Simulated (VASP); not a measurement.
# C in VASP: settings compared, part 2 of 3

VASP 6.6.1. Earlier steps stand in the parts before.

### 3 Single point, PBEsol

This run uses another cell than the first one, of 9.59 Å³/atom, 0.868 times its volume.

Contents of INCAR:

```
SYSTEM = C
ALGO = Normal
EDIFF = 1E-7
ENCUT = 520
GGA = PS
ISIF = 2
ISMEAR = 0
LASPH = .True.
LCHARG = .False.
LREAL = .False.
LWAVE = .False.
NBANDS = 16
NELM = 60
PREC = Accurate
SIGMA = 0.1
```

Contents of KPOINTS:

```
k-points
0
Gamma
  18 18 6
  0 0 0
```

Contents of POSCAR:

```
C
1.0
    1.2295806095     -2.1291858031      0.0000000000
    1.2295806095      2.1291858031      0.0000000000
    0.0000000000      0.0000000000      7.3232423788
C
4
Direct
    0.0833205451      0.9166794549      0.7500305808
    0.5833205451      0.4166794549      0.2499694192
    0.9166794549      0.0833205451      0.2499694192
    0.4166794549      0.5833205451      0.7500305808
```

Potentials or basis: VASP PAW PBE potentials, release 64 (C).

Command:

```bash
$ cat potpaw_PBE.64/C/POTCAR > POTCAR
$ mpirun -np 1 vasp_std > vasp.out
```

OUTCAR:

```text
SYSTEM = C
   EDIFF = 1E-7
   ENCUT = 520
   GGA = PS
   ISIF = 2
   ISMEAR = 0
   LASPH = .True.
   LREAL = .False.
   NELM = 60
   PREC = Accurate

 ion  position               nearest neighbor table
   1  0.083  0.917  0.750-   4 1.42   4 1.42   4 1.42
   2  0.583  0.417  0.250-   3 1.42   3 1.42   3 1.42
   3  0.917  0.083  0.250-   2 1.42   2 1.42   2 1.42
   4  0.417  0.583  0.750-   1 1.42   1 1.42   1 1.42

  LATTYP: Found a base centered orthorhombic cell.
 ALAT       =     2.4591612190
 B/A-ratio  =     1.7316358006
 C/A-ratio  =     2.9779431793

  Lattice vectors:

 A1 = (   1.2295806095,  -2.1291858031,   0.0000000000)
 A2 = (   1.2295806095,   2.1291858031,   0.0000000000)
 A3 = (   0.0000000000,   0.0000000000,   7.3232423788)

Analysis of symmetry for initial positions (statically):
=====================================================================
 Subroutine PRICEL returns:
 Original cell was already a primitive cell.

 Routine SETGRP: Setting up the symmetry group for a
 base centered orthorhombic supercell.

 Subroutine GETGRP returns: Found  8 space group operations
 (whereof  4 operations were pure point group operations)
 out of a pool of  8 trial point group operations.

The static configuration has the point symmetry C_2h.
 The point group associated with its full space group is D_2h.

Analysis of symmetry for dynamics (positions and initial velocities):
=====================================================================
 Subroutine PRICEL returns:
 Original cell was already a primitive cell.

 Routine SETGRP: Setting up the symmetry group for a
 base centered orthorhombic supercell.

 Subroutine GETGRP returns: Found  8 space group operations
 (whereof  4 operations were pure point group operations)
 out of a pool of  8 trial point group operations.

The dynamic configuration has the point symmetry C_2h.
[... 118 lines left out ...]
   EFERMI =   0.00;   METHOD = LEGACY
   ISMEAR =     0;   SIGMA  =   0.10  broadening in eV -4-tet -1-fermi 0-gaus
   EFERMI_NEDOS =   21; number of points for ismear=-14 and -15
   IALGO  =     38    algorithm
   IMIX   =      4    mixing-type and parameters
     AMIX     =   0.40;   BMIX     =  1.00
     AMIX_MAG =   1.60;   BMIX_MAG =  1.00
  volume/ion in A,a.u.               =       9.59        64.69
  Fermi-wavevector in a.u.,A,eV,Ry     =   1.223339  2.311776 20.361913  1.496558
  Thomas-Fermi vector in A             =   2.358453
   LORBIT       =      0    0 simple, 1 ext, 2 COOP (PROOUT), +10 PAW based schemes
   GGA     = PS    functional components
   LHFCALC =     F    Hartree Fock is set to
   AEXX    =    0.0000 exact exchange contribution
   IVDW    =     0    specifies the selected vdW correction
   LEPSILON=     F    determine dielectric tensor
   LRPA    =     F    only Hartree local field effects (RPA)
 non-spin polarized calculation
 Gauss-broadening in eV      SIGMA  =   0.10
  energy-cutoff  :      520.00
  volume of cell :       38.34
 maximum number of plane-waves:      1052
   NGX =  9   NGY =  9   NGZ = 27

 number of electron      15.9999994 magnetization

 Free energy of the ion-electron system (eV)
  ---------------------------------------------------
  ext. energy  EPLUGINS =         0.00000000
  ---------------------------------------------------
  free energy    TOTEN  =       -38.57765214 eV

  energy without entropy =      -38.57718426  energy(sigma->0) =      -38.57741820

 E-fermi :   3.9119     XC(G=0):  -9.9410

 val. band max:        3.8451968205   @ k =   0.3333   0.3333   0.3333
 cond. band min:       3.9128802602   @ k =   0.3333   0.3333   0.5000
 fundamental gap:      0.0676834396
 Fermi energy:         3.9118931047

 k-point     1 :       0.0000    0.0000    0.0000
  band No.  band energies     occupation
      1     -15.7003      2.00000
      2     -15.5491      2.00000
      3      -4.3872      2.00000
      4      -3.1278      2.00000
      5       0.9169      2.00000
      6       0.9255      2.00000
[... 433 lines left out ...]
      3      -3.2321      2.00000
      4      -2.1033      2.00000
      5      -2.0743      2.00000
      6      -2.0283      2.00000
[... 8 lines left out ...]
     15      15.3259      0.00000
     16      15.3943      0.00000

 [... further k-points ...]
[... 5 lines left out ...]
  --------------------------------------------------------------------------------------
  -------------------------------------------------------------------------------------
  Total        0.2299560      0.2307047     -0.0052419      0.0000000      0.0000000      0.0000000
  in kB        9.6084068      9.6396901     -0.2190279      0.0000000      0.0000000      0.0000000
  external PRESSURE =       6.3430230 kB  Pullay stress =       0.0000000 kB

 VOLUME and BASIS-vectors are now :
 -----------------------------------------------------------------------------
  energy-cutoff  :      520.00
  volume of cell :       38.34
      direct lattice vectors                 reciprocal lattice vectors
     1.229580609 -2.129185803  0.000000000     0.406642717 -0.234831549  0.000000000
     1.229580609  2.129185803  0.000000000     0.406642717  0.234831549  0.000000000
     0.000000000  0.000000000  7.323242379     0.000000000  0.000000000  0.136551537

 POSITION                                       TOTAL-FORCE (eV/Angst)
 -----------------------------------------------------------------------------------
      1.22958      1.77438      5.49266         0.000000     -0.000088     -0.000026
      1.22958     -0.35481      1.83059         0.000000     -0.000088      0.000026
      1.22958     -1.77438      1.83059         0.000000      0.000088      0.000026
      1.22958      0.35481      5.49266         0.000000      0.000088     -0.000026
 -----------------------------------------------------------------------------------
    total drift:                               -0.000000      0.000000      0.000000

  FREE ENERGIE OF THE ION-ELECTRON SYSTEM (eV)
  ---------------------------------------------------
  free  energy   TOTEN  =       -38.5776521365 eV

  energy  without entropy=      -38.5771842572  energy(sigma->0) =      -38.57741820
```

OSZICAR:

```text
N       E                     dE             d eps       ncg     rms          rms(c)
DAV:   1     0.359022319848E+02    0.35902E+02   -0.78467E+03 11656   0.914E+02
DAV:   2    -0.380521781723E+02   -0.73954E+02   -0.67395E+02 16376   0.190E+02
DAV:   3    -0.409981476303E+02   -0.29460E+01   -0.29290E+01 15400   0.359E+01
DAV:   4    -0.410247167475E+02   -0.26569E-01   -0.26557E-01 14784   0.406E+00
DAV:   5    -0.410251590411E+02   -0.44229E-03   -0.44226E-03 15024   0.497E-01    0.908E+00
DAV:   6    -0.391701899973E+02    0.18550E+01   -0.12731E+00 13856   0.697E+00    0.527E+00
DAV:   7    -0.385708235766E+02    0.59937E+00   -0.15557E+00 14424   0.781E+00    0.136E+00
DAV:   8    -0.385785884456E+02   -0.77649E-02   -0.70628E-02 13944   0.157E+00    0.260E-01
DAV:   9    -0.385774065754E+02    0.11819E-02   -0.18098E-03 14800   0.288E-01    0.104E-01
DAV:  10    -0.385776559428E+02   -0.24937E-03   -0.86531E-04 12536   0.173E-01    0.751E-02
DAV:  11    -0.385776504157E+02    0.55272E-05   -0.27805E-05 15392   0.339E-02    0.193E-02
DAV:  12    -0.385776520844E+02   -0.16687E-05   -0.21403E-06 13056   0.109E-02    0.362E-03
DAV:  13    -0.385776521365E+02   -0.52035E-07   -0.47723E-07 14096   0.519E-03
   1 F= -.38577652E+02 E0= -.38577418E+02  d E =-.467879E-03
```

Wall time 1.7 min (1 thread of AMD EPYC 9R45 (Zen 5), shared host); peak memory 0.23 GiB.

Results:

```yaml
Free_energy: -38.5777 eV
Pressure: 0.6 GPa
Band_gap_on_the_k_mesh: zero (filled and empty bands touch)
```

Stress tensor (GPa, compression positive):
```
 0.96  0.00  0.00
 0.00  0.96  0.00
 0.00  0.00 -0.02
```

Levels at points of the mesh, in eV from the Fermi level:
```
           k point  band 4  band 5  band 6  band 7  band 8  band 9  band 10  band 11  band 12  band 13
(0.00, 0.00, 0.00)   -7.04   -2.99   -2.99   -2.98   -2.98    3.47     8.33     8.35     8.37     8.38
(0.50, 0.00, 0.00)  -13.27   -6.41   -6.41   -2.41   -2.41    1.74     1.74     7.44     7.44    10.82
(0.50, 0.50, 0.00)  -13.23   -6.42   -6.40   -2.79   -1.93    1.15     2.20     7.33     7.54    10.73
(0.00, 0.00, 0.50)   -7.72   -2.99   -2.99   -2.98   -2.98    5.50     5.51     8.36     8.36     8.36
(0.50, 0.00, 0.50)  -13.28   -6.41   -6.41   -2.38   -2.38    1.63     1.63     7.44     7.44    11.92
(0.50, 0.50, 0.50)  -13.28   -6.41   -6.41   -2.38   -2.38    1.64     1.64     7.44     7.44    12.01
```

Caveat: the PAW data sets were made with another functional, which shifts forces and pressure a little.

### 4 Single point, PBE

This run uses another cell than the first one, of 11.23 Å³/atom, 1.017 times its volume.

Contents of INCAR:

```
PREC     = Accurate       # precision mode
ENCUT    = 520            # plane-wave cutoff, eV
EDIFF    = 1E-6           # SCF threshold, eV
ISMEAR   = 0              # smearing method
SIGMA    = 0.1            # smearing width, eV
LREAL    = False          # projectors in reciprocal space
LASPH    = True           # aspherical terms in the spheres
NELM     = 80             # most SCF steps
ALGO     = Normal         # electronic algorithm
ISIF     = 2              # what is computed and relaxed
LWAVE    = False          # write WAVECAR
LCHARG   = False          # write CHGCAR
GGA      = PE             # functional
NBANDS   = 16             # bands
```

Contents of KPOINTS:

```
Automatic mesh
0
Gamma
  18 18 6
```

Contents of POSCAR:

```
C
1.0
    1.2332864290     -2.1360370347      0.0000000000
    1.2332864290      2.1360370347      0.0000000000
    0.0000000000      0.0000000000      8.5285437641
C
4
Direct
    0.0833319422      0.9166680578      0.7500096412
    0.5833319422      0.4166680578      0.2499903588
    0.9166680578      0.0833319422      0.2499903588
    0.4166680578      0.5833319422      0.7500096412
```

Command:

```bash
$ cat potpaw_PBE.64/C/POTCAR > POTCAR
$ mpirun -np 1 vasp_std > vasp.out
```

Run time: 1.8 min. Hardware: 1 thread of AMD EPYC 9R45 (Zen 5), shared host; peak memory 0.26 GiB.

Results (log left out):

```yaml
Free_energy: -36.9043 eV
Pressure: 0.4 GPa
Band_gap_on_the_k_mesh: zero (filled and empty bands touch)
```

Stress tensor (GPa, compression positive):
```
 0.55  0.00  0.00
 0.00  0.55  0.00
 0.00  0.00 -0.02
```

Levels at points of the mesh, in eV from the Fermi level:
```tsv
k point	band 4	band 5	band 6	band 7	band 8	band 9	band 10	band 11	band 12	band 13
(0.00, 0.00, 0.00)	-7.36	-3.04	-3.04	-3.04	-3.04	3.09	6.39	8.30	8.30	8.31
(0.50, 0.00, 0.00)	-13.23	-6.42	-6.42	-2.36	-2.36	1.69	1.69	7.36	7.36	10.68
(0.50, 0.50, 0.00)	-13.22	-6.42	-6.42	-2.50	-2.21	1.47	1.90	7.33	7.39	10.55
(0.00, 0.00, 0.50)	-7.62	-3.04	-3.04	-3.04	-3.04	4.35	4.35	8.30	8.30	8.30
(0.50, 0.00, 0.50)	-13.23	-6.42	-6.42	-2.36	-2.36	1.67	1.67	7.36	7.36	11.43
(0.50, 0.50, 0.50)	-13.23	-6.42	-6.42	-2.36	-2.36	1.67	1.67	7.36	7.36	11.59
```

### 5 Relaxation of cell and atoms, PBE

This run uses another cell than the first one, of 9.37 Å³/atom, 0.848 times its volume.

Contents of INCAR:

```
PREC = Accurate ; ENCUT = 600
EDIFF = 1E-6 ; ISMEAR = 0
SIGMA = 0.1 ; LREAL = F
LASPH = T ; NELM = 60
ALGO = Normal ; ISIF = 3
LWAVE = F ; LCHARG = F
GGA = PE ; IBRION = 2
NSW = 80 ; EDIFFG = -0.01
```

Contents of KPOINTS:

```
regular mesh
0
Gamma
  12 12 4
```

Contents of POSCAR:

```
C
1.0
    1.2280479700     -2.1270618200      0.0000000000
    1.2280479700      2.1270618200      0.0000000000
    0.0000000000      0.0000000000      7.1732677600
C
4
Direct
    0.0833794600      0.9166205400      0.7531376000
    0.5833794600      0.4166205400      0.2468624000
    0.9166205400      0.0833794600      0.2468624000
    0.4166205400      0.5833794600      0.7531376000
```

Potentials or basis: VASP PAW PBE potentials, release 64 (C).

Command:

```bash
$ cat potpaw_PBE.64/C/POTCAR > POTCAR
$ mpirun -np 1 vasp_std > vasp.out
```

OUTCAR:

```text
PREC = Accurate
   ENCUT = 600
   EDIFF = 1E-6
   ISMEAR = 0
   LREAL = F
   LASPH = T
   NELM = 60
   ISIF = 3
   GGA = PE
   IBRION = 2
   NSW = 80
   EDIFFG = -0.01

 ion  position               nearest neighbor table
   1  0.083  0.917  0.753-   4 1.42   4 1.42   4 1.42
   2  0.583  0.417  0.247-   3 1.42   3 1.42   3 1.42
   3  0.917  0.083  0.247-   2 1.42   2 1.42   2 1.42
   4  0.417  0.583  0.753-   1 1.42   1 1.42   1 1.42

  LATTYP: Found a hexagonal cell.
 ALAT       =     2.4561135566
 C/A-ratio  =     2.9205765918

  Lattice vectors:

 A1 = (   1.2280479700,  -2.1270618200,   0.0000000000)
 A2 = (   1.2280479700,   2.1270618200,   0.0000000000)
 A3 = (   0.0000000000,   0.0000000000,   7.1732677600)

[... 660 lines left out ...]
 [... further k-points ...]

[... ionic steps 4 to 19 ...]

--------------------------------------- Ionic step       20  -------------------------------------------

 number of electron      15.9999999 magnetization

------------------------ aborting loop because EDIFF is reached ----------------------------------------
[... 71 lines left out ...]
--------------------------------------- Ionic step       22  -------------------------------------------

 number of electron      16.0000000 magnetization

 Free energy of the ion-electron system (eV)
  ---------------------------------------------------
  ext. energy  EPLUGINS =         0.00000000
  ---------------------------------------------------
  free energy    TOTEN  =       -36.89673505 eV

  energy without entropy =      -36.89495968  energy(sigma->0) =      -36.89584737

 E-fermi :   3.1771     XC(G=0):  -9.0680

 val. band max:        3.1749684992   @ k =   0.3333   0.3333   0.5000
 cond. band min:       3.1810481176   @ k =   0.3333   0.3333   0.5000
 fundamental gap:      0.0060796184
 Fermi energy:         3.1770741327

 k-point     1 :       0.0000    0.0000    0.0000
  band No.  band energies     occupation
      1     -16.3580      2.00000
      2     -16.2967      2.00000
      3      -4.7586      2.00000
      4      -4.0700      2.00000
      5       0.1329      2.00000
      6       0.1344      2.00000
      7       0.1355      2.00000
      8       0.1398      2.00000
      9       6.4362      0.00000
     10      10.2776      0.00000
     11      11.4679      0.00000
     12      11.4744      0.00000
[... 376 lines left out ...]
  FREE ENERGIE OF THE ION-ELECTRON SYSTEM (eV)
  ---------------------------------------------------
  free  energy   TOTEN  =       -36.8967350513 eV

  energy  without entropy=      -36.8949596806  energy(sigma->0) =      -36.89584737

 reached required accuracy - stopping structural energy minimisation
```

OSZICAR:

```text
N       E                     dE             d eps       ncg     rms          rms(c)
DAV:   1     0.611745818679E+02    0.61175E+02   -0.89710E+03  3096   0.137E+03
DAV:   2    -0.347643144047E+02   -0.95939E+02   -0.88233E+02  4340   0.247E+02
[... 173 lines left out ...]
  21 F= -.36896606E+02 E0= -.36895732E+02  d E =-.201819E-02
       N       E                     dE             d eps       ncg     rms          rms(c)
DAV:   1    -0.368986047486E+02   -0.19988E-02   -0.69400E-02  3136   0.220E+00    0.171E-01
DAV:   2    -0.368973134584E+02    0.12913E-02   -0.17605E-03  3356   0.341E-01    0.940E-02
DAV:   3    -0.368967353445E+02    0.57811E-03   -0.18288E-03  3512   0.298E-01    0.264E-02
DAV:   4    -0.368967356185E+02   -0.27396E-06   -0.38780E-05  3544   0.513E-02    0.199E-02
DAV:   5    -0.368967350513E+02    0.56713E-06   -0.74456E-06  3400   0.277E-02
  22 F= -.36896735E+02 E0= -.36895847E+02  d E =-.129038E-03
```

Run time: 6.1 min. Hardware: 1 thread of AMD EPYC 9R45 (Zen 5), shared host; peak memory 0.17 GiB.

What came out:

```yaml
Free_energy: -36.8967 eV
Relaxed_volume: 10.64 Å³/atom
Relaxed_cell: a = 2.467 Å, b = 2.467 Å, c = 8.075 Å, α = 90.00°, β = 90.00°, γ = 120.01°
Space_group_after_relaxing_to_0.05_Å: Fmmm (No. 69)
Energy_gained_by_relaxing: 5.0 meV/atom
Ionic_steps: 22
Pressure_after_relaxing: 0.0 GPa
Largest_force_after_relaxing: 0.005 eV/Å
```

Forces on the atoms (eV/Å):
```
C    0.000  0.005 -0.001
C    0.000  0.005  0.001
C    0.000 -0.005  0.001
C    0.000 -0.005 -0.001
```

Step by step:
```tsv
step	energy change (eV)	largest force (eV/Å)	pressure (GPa)	volume (Å³)
1	0.0000	0.0255	3.78	37.48
2	0.0197	0.0871	-6.75	38.68
3	-0.0053	0.0156	0.29	37.85
4	-0.0053	0.0149	0.35	37.85
5	-0.0062	0.0449	0.33	37.97
6	-0.0077	0.2175	0.26	38.33
7	-0.0079	0.2871	0.24	38.48
8	-0.0080	0.2850	0.23	38.49
9	-0.0083	0.2787	0.21	38.53
10	-0.0088	0.2661	0.22	38.61
11	-0.0099	0.2409	0.22	38.77
12	-0.0119	0.1909	0.17	39.09
13	-0.0149	0.0920	0.13	39.72
14	-0.0177	0.1018	0.08	40.99
15	-0.0179	0.1651	0.06	41.42
16	-0.0194	0.0562	0.04	41.91
17	-0.0198	0.0011	0.04	42.17
18	-0.0198	0.1126	0.01	42.68
19	-0.0199	0.0501	0.04	42.39
20	-0.0199	0.0635	0.01	42.45
21	-0.0199	0.0566	0.05	42.42
22	-0.0201	0.0046	0.01	42.57
```

Final structure:
```
C
1.0
     1.23357   -2.13693    0.00000
     1.23357    2.13693    0.00000
     0.00000    0.00000    8.07488
C
4
Direct
  0.08335 0.91665 0.75155
  0.58335 0.41665 0.24845
  0.91665 0.08335 0.24845
  0.41665 0.58335 0.75155
```

Caveat: this functional lacks dispersion, which binds the layers, so the pressure and a relaxed spacing across them are unreliable.

(Continued in part 3 of 3.)
